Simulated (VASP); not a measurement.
# MgB2: single point with PBEsol

MgB2:

```
CELL_PARAMETERS angstrom
3.03121 0.00000 0.00000
-1.51561 2.62511 0.00000
0.00000 0.00000 3.43943
ATOMIC_POSITIONS crystal
Mg 0.00000 0.00000 0.00000
B 0.33333 0.66667 0.50000
B 0.66667 0.33333 0.50000
```

* Program: VASP 6.6.1
* Task: single point
* Functional: PBEsol
* Potentials or basis: VASP PAW PBE potentials, release 64 (Mg, B)
* Cutoff: 520 eV
* k mesh: 9 × 9 × 6
* Occupations: gaussian, width 0.1 eV
* Spin: no spin polarisation

```
Pressure               : 6.2 GPa
Band gap on the k mesh : zero (band 4 reaches 7.50 eV, above the bottom of band 5 at 3.49 eV)
```

Stress tensor (GPa, compression positive):
```
6.20 0.00 0.00
0.00 6.20 0.00
0.00 0.00 6.09
```

Levels at points of the mesh, in eV from the Fermi level:
| k point | band 2 | band 3 | band 4 | band 5 | band 6 | band 7 |
| --- | --- | --- | --- | --- | --- | --- |
| (0.00, 0.00, 0.00) | -2.90 | 0.46 | 0.46 | 1.97 | 6.55 | 6.55 |
| (0.00, 0.00, 0.50) | -7.61 | 0.88 | 0.88 | 6.86 | 6.86 | 8.32 |

It took 5.5 s on 1 thread of Intel(R) Xeon(R) 6975P-C (Granite Rapids) (shared host), peak memory 0.14 GiB.

Caveat: the PAW data sets were made with another functional, which shifts forces and pressure a little.
